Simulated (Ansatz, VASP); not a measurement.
One calculation of Mo, two programs

```
Mo
1.0
    -1.61813    1.57100    1.57100
     1.61813   -1.57100    1.57100
     1.61813    1.57100   -1.57100
Mo
1
Direct
  0.00000 0.00000 0.00000
```

Change from the starting cell: strain +0.0300 x Voigt [1, 0, 0, 0, 0, 0], atoms carried along.

Alike in both runs: task single point; functional PBE; k mesh 22 × 22 × 22; occupations gaussian, width 0.15 eV; no spin polarisation.

|  | VASP | Ansatz |
| --- | --- | --- |
| version | VASP 6.6.1 | Ansatz 0.2.0 |
| potentials or method | VASP PAW PBE potentials, release 64 (Mo_sv), cutoff 520 eV | scalar-relativistic, plane waves, PAW |
| valence electrons in the cell | 14 | 14 |

```csv
,VASP,Ansatz,Ansatz less VASP
gap on the k mesh at the Fermi level (eV),none,none,-
pressure (GPa),-2.3,-2.8,-0.48
"traceless stress, the component that is largest in VASP (GPa)",-5.57,-5.57,-0.002
```

A gap of «none» marks a metal or a gap that the smearing closes. With one functional, cell and mesh, what is left measures potentials, basis and numerics.
